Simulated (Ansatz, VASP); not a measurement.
SnIr3 in VASP and in Ansatz

The input INCAR:

```
ALGO = Fast
EDIFF = 1E-6
ENCUT = 520
GGA = PE
ISIF = 2
ISMEAR = 0
LASPH = T
LCHARG = F
LREAL = F
LWAVE = F
NBANDS = 51
NELM = 100
PREC = Accurate
SIGMA = 0.1
```

Contents of KPOINTS:

```
k-points
0
Gamma
  6 6 4
```

The input POSCAR:

```
SnIr3
1.0
    5.6860304000      0.0000000000      0.0000000000
   -2.8430152000      4.9242467700      0.0000000000
    0.0000000000      0.0000000000      4.5379381200
Sn Ir
2 6
Direct
    0.6666666700      0.3333333300      0.2500000000
    0.3333333300      0.6666666700      0.7500000000
    0.3255820000      0.1627910000      0.7500000000
    0.8372090000      0.1627910000      0.7500000000
    0.8372090000      0.6744180000      0.7500000000
    0.6744180000      0.8372090000      0.2500000000
    0.1627910000      0.8372090000      0.2500000000
    0.1627910000      0.3255820000      0.2500000000
```

Input for Ansatz:

```yaml
crystal:
  lattice:
    - [5.6860304, 0.0, 0.0]
    - [-2.8430152, 4.92424677, 0.0]
    - [0.0, 0.0, 4.53793812]
  atoms:
    - { symbol: Sn, position: [0.66666667, 0.33333333, 0.25] }
    - { symbol: Sn, position: [0.33333333, 0.66666667, 0.75] }
    - { symbol: Ir, position: [0.325582, 0.162791, 0.75] }
    - { symbol: Ir, position: [0.837209, 0.162791, 0.75] }
    - { symbol: Ir, position: [0.837209, 0.674418, 0.75] }
    - { symbol: Ir, position: [0.674418, 0.837209, 0.25] }
    - { symbol: Ir, position: [0.162791, 0.837209, 0.25] }
    - { symbol: Ir, position: [0.162791, 0.325582, 0.25] }
basis:
  ecutwfc: 420
kpoints:
  mp_grid: { grid: [6, 6, 4] }
hamiltonian:
  xc: pbe
scf:
  occupations: { method: gaussian, width: 0.1 }
  lower_state_search: "off"
output:
  forces: true
  stress: true
  eigenvalues: true
```

Alike in both runs: task single point; functional PBE; k mesh 6 × 6 × 4; occupations gaussian, width 0.1 eV; no spin polarisation.

|  | VASP | Ansatz |
| --- | --- | --- |
| version | VASP 6.6.1 | Ansatz 0.2.0 |
| potentials or method | VASP PAW PBE potentials, release 64 (Sn_d, Ir), cutoff 520 eV | scalar-relativistic, plane waves, PAW |
| valence electrons in the cell | 82 | 130 |

|  | VASP | Ansatz | Ansatz less VASP |
| --- | --- | --- | --- |
| gap on the k mesh at the Fermi level (eV) | none | none | - |
| pressure (GPa) | 0.3 | 0.0 | -0.30 |
| traceless stress, the component that is largest in VASP (GPa) | 0.49 | 0.45 | -0.037 |
| rms of the force components (eV/Å) | 0.024 | 0.029 | +0.0052 |

Atom by atom the forces differ by 0.005 eV/Å (rms over components). A gap of «none» marks a metal or a gap that the smearing closes. With one functional, cell and mesh, what is left measures potentials, basis and numerics. VASP's potentials hold 82 valence electrons a cell and Ansatz's 130, so a difference there can come from the potentials and not from the codes.

Neither program's run includes spin-orbit coupling.
